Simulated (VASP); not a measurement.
The system is LaPd3.

```
CELL_PARAMETERS angstrom
4.22800 0.00000 0.00000
0.00000 4.22800 0.00000
0.00000 0.00000 4.22800
ATOMIC_POSITIONS crystal
La 0.00000 0.00000 0.00000
Pd 0.00000 0.50000 0.50000
Pd 0.50000 0.00000 0.50000
Pd 0.50000 0.50000 0.00000
```

Base run:

- Program: VASP 6.6.1
- Functional: BLYP
- Potentials or basis: VASP PAW PBE potentials, release 64 (La, Pd)
- Cutoff: 520 eV
- k mesh: 6 × 6 × 6
- Occupations: fermi-dirac, width 0.05 eV
- Spin: no spin polarisation

Its results: pressure 8.2 GPa.

Task: The run is repeated on the same cell with these changes: functional from BLYP to PBEsol. What comes out?

Result: Pressure -6.0 GPa.

PBEsol binds more tightly than BLYP, so the same cell stands under less pressure.

Caveats: the PAW data sets were made with another functional, which shifts forces and pressure a little.
